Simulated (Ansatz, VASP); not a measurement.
# Two plane-wave programs on InPd

POSCAR

```
InPd
1.0
    3.2276647001      0.0000000000      0.0000000000
    0.0000000000      3.2276647001      0.0000000000
    0.0000000000      0.0000000000      3.2276647001
In Pd
1 1
Direct
    0.0000000000      0.0000000000      0.0000000000
    0.5000000000      0.5000000000      0.5000000000
```

File INCAR.step1:

```
SYSTEM = InPd
  PREC = Accurate
  ENCUT = 520
  EDIFF = 1E-5
  ISMEAR = -1
  SIGMA = 0.05
  LREAL = .False.
  LASPH = .True.
  NELM = 60
  ALGO = Normal
  ISIF = 2
  LWAVE = .True.
  GGA = PE
  NBANDS = 18
```

The input INCAR.step2:

```
SYSTEM = InPd
  PREC = Accurate
  ENCUT = 520
  EDIFF = 1E-6
  ISMEAR = -1
  SIGMA = 0.05
  LREAL = .False.
  LASPH = .True.
  NELM = 60
  ALGO = Normal
  ISIF = 2
  LWAVE = .False.
  LCHARG = .True.
  GGA = PE
  LHFCALC = .True.
  AEXX = 0.25
  PRECFOCK = Normal
  LELF = .True.
  LVHAR = .True.
  ISTART = 1
  NBANDS = 18
```

KPOINTS

```
regular mesh
0
Gamma
  4 4 4
  0 0 0
```

Contents of input.yaml:

```yaml
crystal:
  lattice:
    - [3.2276647001, 0.0, 0.0]
    - [0.0, 3.2276647001, 0.0]
    - [0.0, 0.0, 3.2276647001]
  atoms:
    - { symbol: In, position: [0.0, 0.0, 0.0] }
    - { symbol: Pd, position: [0.5, 0.5, 0.5] }
hamiltonian:
  xc: pbe0
  pseudopotentials: { kind: paw }
kpoints:
  mp_grid: { grid: [4, 4, 4] }
scf:
  occupations: { method: fermi_dirac, width: 0.05 }
output:
  forces: true
  stress: true
  eigenvalues: true
  write_density: true
  write_potential: true
  elf: true
  volumetric_format: npy
```

Alike in both runs: task single point; functional PBE0; k mesh 4 × 4 × 4; occupations fermi-dirac, width 0.05 eV; no spin polarisation.

|  | VASP | Ansatz |
| --- | --- | --- |
| version | VASP 6.6.1 | Ansatz 0.2.0 |
| potentials or method | VASP PAW PBE potentials, release 64 (In_d, Pd) | Ansatz PAW |
| plane-wave cutoff (eV) | 520 | 420 |
| valence electrons in the cell | 23 | 31 |

VASP gave:

* gap on the k mesh at the Fermi level (eV): none
* pressure (GPa): 5.3

Q: What did Ansatz give for the same quantities?

A: gap on the k mesh at the Fermi level (eV): none; pressure (GPa): 5.1.

A gap of «none» marks a metal or a gap that the smearing closes. With one functional, cell and mesh, what is left measures potentials, basis and numerics. VASP's potentials hold 23 valence electrons a cell and Ansatz's 31, so a difference there can come from the potentials and not from the codes.

The k mesh is coarse, so the values compare programs but aren't converged.
